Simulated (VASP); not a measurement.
BaHg: single point with LDA

BaHg:

```
CELL_PARAMETERS angstrom
4.28285 0.00000 0.00000
-2.14143 3.70906 0.00000
0.00000 0.00000 10.59810
ATOMIC_POSITIONS crystal
Ba 0.33333 0.66667 0.03416
Ba 0.66667 0.33333 0.53416
Hg 0.33333 0.66667 0.34084
Hg 0.66667 0.33333 0.84084
```

```
Program             : VASP 6.6.1
Task                : single point
Functional          : LDA
Potentials or basis : VASP PAW LDA potentials, release 64 (Ba_sv, Hg)
Cutoff              : 520 eV
k mesh              : 6 × 6 × 2
Occupations         : gaussian, width 0.1 eV
Spin                : no spin polarisation
```

| Quantity | Value |
| --- | --- |
| Pressure | 0.6 GPa |
| Largest force | 0.075 eV/Å |
| Band gap on the k mesh | zero (band 22 reaches 1.85 eV, above the bottom of band 23 at 1.75 eV) |

Forces on the atoms (eV/Å):
```
Ba   0.000  0.000  0.075
Ba   0.000  0.000  0.075
Hg   0.000  0.000 -0.075
Hg   0.000  0.000 -0.075
```

Stress tensor (GPa, compression positive):
```
0.45 0.00 0.00
0.00 0.45 0.00
0.00 0.00 0.97
```

Levels at points of the mesh, in eV from the Fermi level:
| k point | band 18 | band 19 | band 20 | band 21 | band 22 | band 23 | band 24 | band 25 | band 26 | band 27 |
| --- | --- | --- | --- | --- | --- | --- | --- | --- | --- | --- |
| (0.00, 0.00, 0.00) | -7.27 | -5.87 | -4.86 | -1.78 | -0.74 | 1.74 | 1.74 | 1.86 | 1.86 | 2.04 |
| (0.50, 0.00, 0.00) | -7.12 | -4.37 | -4.05 | -1.19 | -0.97 | 0.15 | 0.49 | 1.51 | 1.52 | 2.15 |
| (0.00, 0.00, 0.50) | -7.27 | -5.42 | -5.42 | -1.20 | -1.20 | 1.80 | 1.80 | 1.80 | 1.80 | 2.24 |
| (0.50, 0.00, 0.50) | -7.12 | -4.24 | -4.24 | -0.93 | -0.93 | 0.20 | 0.20 | 1.63 | 1.63 | 2.02 |

Run time: 43 s on 1 thread of AMD EPYC 9R14 (Zen 4) (shared host), peak memory 0.22 GiB.

Caveat: spin-orbit coupling is left out, which moves the levels of the heavy elements.
